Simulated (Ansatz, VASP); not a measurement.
# One calculation of MgO, two programs

```
Mg O
1.0
     0.00000    2.10217    2.10217
     2.10217    0.00000    2.10217
     2.10217    2.10217    0.00000
Mg O
1 1
Direct
  0.00000 0.00000 0.00000
  0.50000 0.50000 0.50000
```

Alike in both runs: task single point; functional r2SCAN; k mesh 10 × 10 × 10; no spin polarisation.

|  | VASP | Ansatz |
| --- | --- | --- |
| version | VASP 6.6.1 | Ansatz 0.2.0 |
| potentials or method | VASP PAW PBE potentials, release 64 (Mg_sv, O) | plane waves, PAW |
| plane-wave cutoff (eV) | 920 | 500 |
| occupations | gaussian, width 0.01 eV | fixed |
| valence electrons in the cell | 16 | 16 |

|  | VASP | Ansatz | Ansatz less VASP |
| --- | --- | --- | --- |
| gap on the k mesh at the Fermi level (eV) | 5.70 | 5.68 | -0.016 |
| pressure (GPa) | 0.5 | 0.0 | -0.49 |

VASP's potentials were made for PBE, not for r2SCAN.
